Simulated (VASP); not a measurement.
A run of VASP 6.6.1 is set up as follows.

Contents of INCAR:

```
ALGO = Normal
EDIFF = 1E-6
ENCUT = 520
GGA = PS
ISIF = 2
ISMEAR = -1
LASPH = True
LCHARG = False
LREAL = False
LWAVE = False
NBANDS = 15
NELM = 80
PREC = Accurate
SIGMA = 0.05
```

File KPOINTS:

```
k-points
0
Gamma
  13 13 11
```

The input POSCAR:

```
HfB2
1.0
    3.1400001005     -0.0157000005     -0.0157000005
   -1.5835966496      2.7271698552     -0.0057465990
   -0.0174000000     -0.0174000000      3.4800000000
Hf B
1 2
Direct
    0.0000000000      0.0000000000      0.0000000000
    0.3333333333      0.6666666667      0.5000000000
    0.6666666667      0.3333333333      0.5000000000
```

Potentials or basis: VASP PAW PBE potentials, release 64 (Hf_pv, B).

Run with:

```bash
$ cat potpaw_PBE.64/Hf_pv/POTCAR potpaw_PBE.64/B/POTCAR > POTCAR
$ mpirun -np 1 vasp_std > vasp.out
```

**Question.** Predict the pressure.

**Answer.** -4.4 GPa.

**Question.** Predict the band gap on the k mesh.

**Answer.** Zero (bands 8 and 9 overlap by 1.03 eV).

**Question.** Estimate the largest force.

**Answer.** 0.010 eV/Å.

Stress tensor (GPa, compression positive):
```
-4.01  2.76  2.68
 2.76 -4.01  2.68
 2.68  2.68 -5.13
```

Caveat: the cell differs from its parent crystal (equal xy, yz and zx shear strains of -1 %); the cell stands under tension; the PAW data sets were made with another functional, which shifts forces and pressure a little; spin-orbit coupling is left out, which moves the levels of the heavy elements.
